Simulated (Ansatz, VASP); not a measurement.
# GaAs: VASP beside Ansatz

```
Ga As
1.0
     0.00000    2.88975    2.88975
     2.88975    0.00000    2.88975
     2.88975    2.88975    0.00000
Ga As
1 1
Direct
  0.00000 0.00000 0.00000
  0.25000 0.25000 0.25000
```

Change from the starting cell: hydrostatic strain +2.0%.

Alike in both runs: task single point; functional PBE; k mesh 8 × 8 × 8; occupations fermi-dirac, width 0.02 eV; no spin polarisation.

|  | VASP | Ansatz |
| --- | --- | --- |
| version | VASP 6.6.1 | Ansatz 0.2.0 |
| potentials or method | VASP PAW PBE potentials, release 64 (Ga_d, As) | plane waves, PAW |
| plane-wave cutoff (eV) | 520 | 420 |
| valence electrons in the cell | 18 | 28 |

VASP gave:

```
pressure (GPa) : -0.9
```

Task: Which values does Ansatz return?

Result: Pressure (GPa): -1.0.

VASP's potentials hold 18 valence electrons a cell and Ansatz's 28, so a difference there can come from the potentials and not from the codes.
